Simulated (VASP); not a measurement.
# TaSi2 (P6_422) in VASP: further runs, part 2 of 2

VASP 6.6.1. The steps go on from the part before.

### 3 Single point, r2SCAN

This run uses another cell than the first one, of 14.42 Å³/atom.

Input file POSCAR:

```
TaSi2
1.0
    4.7808159598      0.0000000000      0.0000000000
   -2.3904079799      4.1403080720      0.0000000000
    0.0000000000      0.0000000000      6.5580759867
Ta Si
3 6
Direct
    0.5000000000      0.0000000000      0.0000000000
    0.5000000000      0.5000000000      0.6666666667
    0.0000000000      0.5000000000      0.3333333333
    0.1584811057      0.3169622115      0.0000000000
    0.8415188943      0.1584811057      0.6666666667
    0.6830377885      0.8415188943      0.3333333333
    0.8415188943      0.6830377885      0.0000000000
    0.1584811057      0.8415188943      0.6666666667
    0.3169622115      0.1584811057      0.3333333333
```

Input file INCAR.step1:

```
SYSTEM = TaSi2
PREC = Accurate
ENCUT = 520
ISMEAR = -1
SIGMA = 0.1
LREAL = .FALSE.
LASPH = .TRUE.
NELM = 100
NBANDS = 38
GGA = PE
ALGO = Normal
EDIFF = 1E-4
LWAVE = .TRUE.
LCHARG = .FALSE.
```

Input file INCAR.step2:

```
SYSTEM = TaSi2
PREC = Accurate
ENCUT = 520
EDIFF = 1E-7
ISMEAR = -1
SIGMA = 0.1
LREAL = .FALSE.
LASPH = .TRUE.
NELM = 100
ALGO = Normal
ISIF = 2
LWAVE = .FALSE.
LCHARG = .FALSE.
METAGGA = R2SCAN
LMIXTAU = .TRUE.
NBANDS = 38
ISTART = 1
```

Input file KPOINTS:

```
Automatic mesh
0
G
  8 8 5
  0 0 0
```

Potentials or basis: VASP PAW PBE potentials, release 64 (Ta_pv, Si).

Command:

```bash
$ cat potpaw_PBE.64/Ta_pv/POTCAR potpaw_PBE.64/Si/POTCAR > POTCAR
$ cp INCAR.step1 INCAR
$ mpirun -np 1 vasp_std > vasp.out
$ cp INCAR.step2 INCAR
$ mpirun -np 1 vasp_std > vasp.out
```

OUTCAR:

```text
SYSTEM = TaSi2
   PREC = Accurate
   ENCUT = 520
   EDIFF = 1E-7
   ISMEAR = -1
   LREAL = .FALSE.
   LASPH = .TRUE.
   NELM = 100
   ISIF = 2
   METAGGA = R2SCAN
   ISTART = 1

 ion  position               nearest neighbor table
   1  0.500  0.000  0.000-   6 2.60   9 2.60   8 2.60   5 2.60   4 2.73   7 2.73   7 2.73   4 2.73
                             4 2.83   7 2.83   2 3.24   2 3.24   3 3.24   3 3.24
   2  0.500  0.500  0.667-   4 2.60   7 2.60   6 2.60   9 2.60   5 2.73   8 2.73   8 2.73   5 2.73
                             8 2.83   5 2.83   1 3.24   1 3.24   3 3.24   3 3.24
   3  0.000  0.500  0.333-   4 2.60   7 2.60   5 2.60   8 2.60   9 2.73   6 2.73   9 2.73   6 2.73
                             6 2.83   9 2.83   1 3.24   1 3.24   2 3.24   2 3.24
   4  0.158  0.317  0.000-   5 2.55   9 2.55   3 2.60   2 2.60   7 2.62   1 2.73   1 2.73   1 2.83
                             7 2.83   7 2.83
   5  0.842  0.158  0.667-   4 2.55   6 2.55   1 2.60   3 2.60   8 2.62   2 2.73   2 2.73   2 2.83
                             8 2.83   8 2.83
   6  0.683  0.842  0.333-   7 2.55   5 2.55   1 2.60   2 2.60   9 2.62   3 2.73   3 2.73   3 2.83
                             9 2.83   9 2.83
   7  0.842  0.683  0.000-   8 2.55   6 2.55   3 2.60   2 2.60   4 2.62   1 2.73   1 2.73   1 2.83
                             4 2.83   4 2.83
[... 213 lines left out ...]
  band No.  band energies     occupation
      1     -26.2237      2.00000
      2     -26.2237      2.00000
      3     -26.2234      2.00000
      4     -26.1533      2.00000
      5     -26.1533      2.00000
      6     -26.0486      2.00000
[... 973 lines left out ...]
     37      13.2500      0.00000
     38      13.3021      0.00000

 [... further k-points ...]
[... 5 lines left out ...]
  --------------------------------------------------------------------------------------
  -------------------------------------------------------------------------------------
  Total        0.1061396      0.1061396      0.0659102     -0.0000000      0.0000000      0.0000000
  in kB        1.3100172      1.3100172      0.8134903     -0.0000000      0.0000000      0.0000000
  external PRESSURE =       1.1445082 kB  Pullay stress =       0.0000000 kB

 VOLUME and BASIS-vectors are now :
 -----------------------------------------------------------------------------
  energy-cutoff  :      520.00
  volume of cell :      129.81
      direct lattice vectors                 reciprocal lattice vectors
     4.780815960  0.000000000  0.000000000     0.209169315  0.120763960  0.000000000
    -2.390407980  4.140308072  0.000000000     0.000000000  0.241527921  0.000000000
     0.000000000  0.000000000  6.558075987     0.000000000  0.000000000  0.152483747

 POSITION                                       TOTAL-FORCE (eV/Angst)
 -----------------------------------------------------------------------------------
      2.39041      0.00000      0.00000        -0.000000     -0.000000     -0.000000
      1.19520      2.07015      4.37205        -0.000000      0.000000     -0.000000
     -1.19520      2.07015      2.18603        -0.000000      0.000000     -0.000000
     -0.00000      1.31232      0.00000        -0.000000     -0.008269     -0.000000
      3.64431      0.65616      4.37205         0.007161     -0.004134      0.000000
      1.25390      3.48415      2.18603         0.007161      0.004134     -0.000000
      2.39041      2.82799      0.00000        -0.000000      0.008269     -0.000000
     -1.25390      3.48415      4.37205        -0.007161      0.004134      0.000000
      1.13650      0.65616      2.18603        -0.007161     -0.004134      0.000000
 -----------------------------------------------------------------------------------
    total drift:                                0.000000      0.000000     -0.000000

  FREE ENERGIE OF THE ION-ELECTRON SYSTEM (eV)
  ---------------------------------------------------
  free  energy   TOTEN  =      -202.4812229501 eV

  energy  without entropy=     -202.3983531712  energy(sigma->0) =     -202.43978806
```

OUTCAR.step1:

```text
SYSTEM = TaSi2
   PREC = Accurate
   ENCUT = 520
   ISMEAR = -1
   LREAL = .FALSE.
   LASPH = .TRUE.
[... 1244 lines left out ...]
      2.39041      2.82799      0.00000        -0.000000     -0.066457      0.000000
     -1.25390      3.48415      4.37205         0.057553     -0.033228      0.000000
      1.13650      0.65616      2.18603         0.057553      0.033228      0.000000
 -----------------------------------------------------------------------------------
    total drift:                               -0.000000      0.000000      0.000000

  FREE ENERGIE OF THE ION-ELECTRON SYSTEM (eV)
  ---------------------------------------------------
  free  energy   TOTEN  =       -72.2972396517 eV

  energy  without entropy=      -72.2072758128  energy(sigma->0) =      -72.25225773
```

Wall time 14 min (1 thread of Intel Xeon 8259CL, shared host); peak memory 0.33 GiB.

Results:

```
Free energy            : -202.4812 eV
Pressure               : 0.1 GPa
Largest force          : 0.008 eV/Å
Band gap on the k mesh : zero (an odd number of electrons rules out a gap without spin polarisation)
```

Forces in eV/Å, atoms in the order of the input:
```
Ta   0.000  0.000  0.000
Ta   0.000  0.000  0.000
Ta   0.000  0.000  0.000
Si   0.000 -0.008  0.000
Si   0.007 -0.004  0.000
Si   0.007  0.004  0.000
Si   0.000  0.008  0.000
Si  -0.007  0.004  0.000
Si  -0.007 -0.004  0.000
```

Levels at points of the mesh, in eV from the Fermi level:
| k point | band 26 | band 27 | band 28 | band 29 | band 30 | band 31 | band 32 | band 33 |
| --- | --- | --- | --- | --- | --- | --- | --- | --- |
| (0.00, 0.00, 0.00) | -2.63 | -2.35 | -2.35 | -1.69 | 0.86 | 3.22 | 3.22 | 3.76 |
| (0.50, 0.00, 0.00) | -1.13 | -0.76 | -0.11 | -0.08 | 0.93 | 1.27 | 1.65 | 2.10 |

Caveat: the PAW data sets were made with another functional, which shifts forces and pressure a little; spin-orbit coupling is left out, which moves the levels of the heavy elements.

### 4 Single point, r2SCAN

This run uses another cell than the first one, of 14.42 Å³/atom.

Input file POSCAR:

```
TaSi2
1.0
    4.7808159600      0.0000000000      0.0000000000
   -2.3904079800      4.1403080700      0.0000000000
    0.0000000000      0.0000000000      6.5580759900
Ta Si
3 6
Direct
    0.5000000000      0.0000000000      0.0000000000
    0.5000000000      0.5000000000      0.6666666700
    0.0000000000      0.5000000000      0.3333333300
    0.1584811100      0.3169622100      0.0000000000
    0.8415188900      0.1584811100      0.6666666700
    0.6830377900      0.8415188900      0.3333333300
    0.8415188900      0.6830377900      0.0000000000
    0.1584811100      0.8415188900      0.6666666700
    0.3169622100      0.1584811100      0.3333333300
```

Input file INCAR.step1:

```
SYSTEM = TaSi2
PREC = Accurate ; ENCUT = 520
ISMEAR = -1 ; SIGMA = 0.1
LREAL = .False. ; LASPH = .True.
NELM = 80 ; NBANDS = 38
GGA = PE ; ALGO = Normal
EDIFF = 1E-4 ; LWAVE = .True.
LCHARG = .False.
```

Input file INCAR.step2:

```
SYSTEM = TaSi2
PREC = Accurate ; ENCUT = 520
EDIFF = 1E-6 ; ISMEAR = -1
SIGMA = 0.1 ; LREAL = .False.
LASPH = .True. ; NELM = 80
ALGO = Normal ; ISIF = 2
LWAVE = .False. ; LCHARG = .False.
METAGGA = R2SCAN ; LMIXTAU = .True.
NBANDS = 38 ; ISTART = 1
```

Input file KPOINTS:

```
Automatic mesh
0
Gamma
  8 8 5
  0 0 0
```

Potentials or basis: VASP PAW PBE potentials, release 64 (Ta_pv, Si).

Command:

```bash
$ cat potpaw_PBE.64/Ta_pv/POTCAR potpaw_PBE.64/Si/POTCAR > POTCAR
$ cp INCAR.step1 INCAR
$ mpirun -np 1 vasp_std > vasp.out
$ cp INCAR.step2 INCAR
$ mpirun -np 1 vasp_std > vasp.out
```

OUTCAR:

```text
SYSTEM = TaSi2
   PREC = Accurate
   ENCUT = 520
   EDIFF = 1E-6
   ISMEAR = -1
   LREAL = .False.
   LASPH = .True.
   NELM = 80
   ISIF = 2
   METAGGA = R2SCAN
   ISTART = 1

 ion  position               nearest neighbor table
   1  0.500  0.000  0.000-   5 2.60   8 2.60   6 2.60   9 2.60   4 2.73   7 2.73   4 2.73   7 2.73
                             4 2.83   7 2.83   2 3.24   2 3.24   3 3.24   3 3.24
   2  0.500  0.500  0.667-   4 2.60   7 2.60   6 2.60   9 2.60   5 2.73   8 2.73   8 2.73   5 2.73
                             8 2.83   5 2.83   1 3.24   1 3.24   3 3.24   3 3.24
   3  0.000  0.500  0.333-   4 2.60   7 2.60   5 2.60   8 2.60   6 2.73   9 2.73   9 2.73   6 2.73
                             6 2.83   9 2.83   1 3.24   1 3.24   2 3.24   2 3.24
   4  0.158  0.317  0.000-   9 2.55   5 2.55   2 2.60   3 2.60   7 2.62   1 2.73   1 2.73   1 2.83
                             7 2.83   7 2.83
   5  0.842  0.158  0.667-   4 2.55   6 2.55   1 2.60   3 2.60   8 2.62   2 2.73   2 2.73   2 2.83
                             8 2.83   8 2.83
   6  0.683  0.842  0.333-   7 2.55   5 2.55   1 2.60   2 2.60   9 2.62   3 2.73   3 2.73   3 2.83
                             9 2.83   9 2.83
   7  0.842  0.683  0.000-   6 2.55   8 2.55   2 2.60   3 2.60   4 2.62   1 2.73   1 2.73   1 2.83
                             4 2.83   4 2.83
[... 213 lines left out ...]
  band No.  band energies     occupation
      1     -26.2236      2.00000
      2     -26.2236      2.00000
      3     -26.2234      2.00000
      4     -26.1533      2.00000
      5     -26.1533      2.00000
      6     -26.0485      2.00000
[... 973 lines left out ...]
     37      13.2501      0.00000
     38      13.3022      0.00000

 [... further k-points ...]
[... 5 lines left out ...]
  --------------------------------------------------------------------------------------
  -------------------------------------------------------------------------------------
  Total        0.1058620      0.1058620      0.0655377      0.0000000      0.0000000      0.0000000
  in kB        1.3065904      1.3065904      0.8088925      0.0000000      0.0000000      0.0000000
  external PRESSURE =       1.1406911 kB  Pullay stress =       0.0000000 kB

 VOLUME and BASIS-vectors are now :
 -----------------------------------------------------------------------------
  energy-cutoff  :      520.00
  volume of cell :      129.81
      direct lattice vectors                 reciprocal lattice vectors
     4.780815960  0.000000000  0.000000000     0.209169315  0.120763960  0.000000000
    -2.390407980  4.140308070  0.000000000     0.000000000  0.241527921  0.000000000
     0.000000000  0.000000000  6.558075990     0.000000000  0.000000000  0.152483747

 POSITION                                       TOTAL-FORCE (eV/Angst)
 -----------------------------------------------------------------------------------
      2.39041      0.00000      0.00000         0.000000     -0.000000     -0.000000
      1.19520      2.07015      4.37205         0.000000     -0.000000     -0.000000
     -1.19520      2.07015      2.18603         0.000000     -0.000000     -0.000000
      0.00000      1.31232      0.00000         0.000000     -0.008281     -0.000000
      3.64431      0.65616      4.37205         0.007172     -0.004141      0.000000
      1.25390      3.48415      2.18603         0.007172      0.004141     -0.000000
      2.39041      2.82799      0.00000         0.000000      0.008281     -0.000000
     -1.25390      3.48415      4.37205        -0.007172      0.004141     -0.000000
      1.13650      0.65616      2.18603        -0.007172     -0.004141      0.000000
 -----------------------------------------------------------------------------------
    total drift:                                0.000000      0.000000     -0.000009

  FREE ENERGIE OF THE ION-ELECTRON SYSTEM (eV)
  ---------------------------------------------------
  free  energy   TOTEN  =      -202.4812225907 eV

  energy  without entropy=     -202.3983529806  energy(sigma->0) =     -202.43978779
```

OUTCAR.step1:

```text
SYSTEM = TaSi2
   PREC = Accurate
   ENCUT = 520
   ISMEAR = -1
   LREAL = .False.
   LASPH = .True.
[... 1244 lines left out ...]
      2.39041      2.82799      0.00000         0.000000     -0.066456     -0.000000
     -1.25390      3.48415      4.37205         0.057553     -0.033228     -0.000000
      1.13650      0.65616      2.18603         0.057553      0.033228     -0.000000
 -----------------------------------------------------------------------------------
    total drift:                               -0.000000      0.000000     -0.000009

  FREE ENERGIE OF THE ION-ELECTRON SYSTEM (eV)
  ---------------------------------------------------
  free  energy   TOTEN  =       -72.2972392381 eV

  energy  without entropy=      -72.2072754041  energy(sigma->0) =      -72.25225732
```

OSZICAR.step1:

```text
N       E                     dE             d eps       ncg     rms          rms(c)
DAV:   1     0.382111577021E+03    0.38211E+03   -0.28203E+04  2280   0.141E+03
DAV:   2    -0.554967768243E+02   -0.43761E+03   -0.42552E+03  2604   0.359E+02
DAV:   3    -0.742801473548E+02   -0.18783E+02   -0.18419E+02  2922   0.655E+01
DAV:   4    -0.746078013540E+02   -0.32765E+00   -0.32526E+00  2904   0.866E+00
DAV:   5    -0.746124895922E+02   -0.46882E-02   -0.46840E-02  2856   0.109E+00    0.318E+01
DAV:   6    -0.725361853920E+02    0.20763E+01   -0.81023E+00  2902   0.130E+01    0.146E+01
DAV:   7    -0.723223451758E+02    0.21384E+00   -0.54286E-01  2872   0.369E+00    0.447E+00
DAV:   8    -0.722978252707E+02    0.24520E-01   -0.45485E-02  2972   0.103E+00    0.509E-01
DAV:   9    -0.722972618190E+02    0.56345E-03   -0.29130E-03  2936   0.280E-01    0.255E-01
DAV:  10    -0.722972392381E+02    0.22581E-04   -0.42423E-04  2408   0.126E-01
   1 F= -.72297239E+02 E0= -.72252257E+02  d E =-.899638E-01
```

Wall time 14 min (1 thread of Intel Xeon 8259CL, shared host); peak memory 0.33 GiB.

What came out:

```
Free energy            : -202.4812 eV
Pressure               : 0.1 GPa
Largest force          : 0.008 eV/Å
Band gap on the k mesh : zero (an odd number of electrons rules out a gap without spin polarisation)
```

Forces on the atoms (eV/Å):
```
Ta   0.000  0.000  0.000
Ta   0.000  0.000  0.000
Ta   0.000  0.000  0.000
Si   0.000 -0.008  0.000
Si   0.007 -0.004  0.000
Si   0.007  0.004  0.000
Si   0.000  0.008  0.000
Si  -0.007  0.004  0.000
Si  -0.007 -0.004  0.000
```

Caveat: the PAW data sets were made with another functional, which shifts forces and pressure a little; spin-orbit coupling is left out, which moves the levels of the heavy elements.
